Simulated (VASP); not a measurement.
BN, 4 atoms in the cell. The structure is monoclinic, space group Pm (No. 6). Conventional cell: a = 2.501 Å, b = 6.874 Å, c = 2.501 Å, α = 90.00°, β = 120.00°, γ = 90.00°. B (site symmetry m) has 3 N at 1.40 to 1.48 Å within 1.9 Å. B (site symmetry m) has 3 N at 1.41 to 1.49 Å within 1.9 Å. Within 1.9 Å of N (site symmetry m) lie 3 B at 1.41 to 1.49 Å. Within 1.9 Å of N (site symmetry m) lie 3 B at 1.40 to 1.48 Å.  This cell differs from its parent crystal: all B atoms moved -0.050 Å, as atom 1 along Cartesian [1 1 0].

- Program: VASP 6.6.1
- Task: single point
- Functional: r2SCAN
- Potentials or basis: VASP PAW PBE potentials, release 64 (B, N)
- Cutoff: 520 eV
- k mesh: 12 × 12 × 4
- Occupations: gaussian, width 0.05 eV
- Spin: no spin polarisation
- Dipole correction: no
- Further INCAR settings: ALGO = Normal; EDIFF = 1e-07; NBANDS = 16

Potentials or basis: VASP PAW PBE potentials, release 64 (B, N).

Run with:

```bash
$ cat potpaw_PBE.64/B/POTCAR potpaw_PBE.64/N/POTCAR > POTCAR
$ cp INCAR.step1 INCAR
$ mpirun -np 1 vasp_std > vasp.out
$ cp INCAR.step2 INCAR
$ mpirun -np 1 vasp_std > vasp.out
```

Hardware: 1 thread of Intel(R) Xeon(R) Platinum 8259CL CPU @ 2.50GHz (Skylake/Cascade Lake), on a shared host.

Question: How long does it take, and how much memory?

Answer: Run time: 7.4 min on 1 thread of Intel(R) Xeon(R) Platinum 8259CL CPU @ 2.50GHz (Skylake/Cascade Lake) (shared host), peak memory 0.24 GiB. Counts: k points 222.
